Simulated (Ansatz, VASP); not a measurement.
## Mo: VASP beside Ansatz

```
CELL_PARAMETERS angstrom
-3.11118 3.11118 3.11118
-3.11118 -3.11118 -3.11118
3.11118 -3.11118 3.11118
ATOMIC_POSITIONS crystal
Mo 0.00000 0.50000 0.00000
Mo 0.00000 0.50000 0.50000
Mo 0.50000 0.50000 0.00000
Mo 0.50000 0.50000 0.50000
Mo 0.00000 0.00000 0.00000
Mo 0.00000 0.00000 0.50000
Mo 0.50000 0.00000 0.00000
Mo 0.50000 0.00000 0.50000
```

Alike in both runs: task single point; functional LDA; k mesh 8 × 8 × 8; occupations gaussian, width 0.15 eV; no spin polarisation.

|  | VASP | Ansatz |
| --- | --- | --- |
| version | VASP 6.6.1 | Ansatz 0.2.0 |
| potentials or method | VASP PAW LDA potentials, release 64 (Mo_sv), cutoff 520 eV | scalar-relativistic, plane waves, PAW |
| valence electrons in the cell | 112 | 112 |

Ansatz gave:

* gap on the k mesh at the Fermi level (eV): none
* pressure (GPa): -0.1

Task: Which values does VASP return?

Result: gap on the k mesh at the Fermi level (eV): none; pressure (GPa): 1.1.

LDA's correlation is that of Perdew and Zunger in VASP and of Perdew and Wang (1992) in Ansatz. A gap of «none» marks a metal or a gap that the smearing closes.
